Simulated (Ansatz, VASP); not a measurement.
# Two plane-wave programs on BaTiO3

```
Ba Ti O
1.0
     4.06224    0.00000    0.00000
     0.00000    2.89269    2.90161
     0.00000   -2.89269    2.90161
Ba Ti O
1 1 3
Cartesian
  0.0000 0.0000 0.0000
  2.0311 0.0000 2.9475
  0.0000 0.0000 2.8558
  2.0311 -1.4209 4.3415
  2.0311 1.4209 4.3415
```

Change from the starting cell: volume scaled by 1.06, PAW files.

Alike in both runs: task electric field gradients; functional PBE; k mesh 8 × 8 × 8; occupations fermi-dirac, width 0.05 eV; no spin polarisation.

|  | VASP | Ansatz |
| --- | --- | --- |
| version | VASP 6.6.1 | Ansatz 0.2.0 |
| potentials or method | VASP PAW PBE potentials, release 64 (Ba_sv, Ti_sv, O) | PAW with Ansatz's default frozen-core files, scalar-relativistic |
| plane-wave cutoff (eV) | 520 | 420 |
| valence electrons in the cell | 40 | 40 |

```tsv
	VASP	Ansatz	Ansatz less VASP
pressure (GPa)	-5.4	-6.8	-1.43
traceless stress, the component that is largest in VASP (GPa)	-0.58	-0.56	+0.015
rms of the force components (eV/Å)	0.152	0.159	+0.0067
size of Vzz on the site where it differs most (V/Å²)	29.2	30.1	+0.86
```

Atom by atom the forces differ by 0.008 eV/Å (rms over components).

Spin-orbit coupling is off throughout.
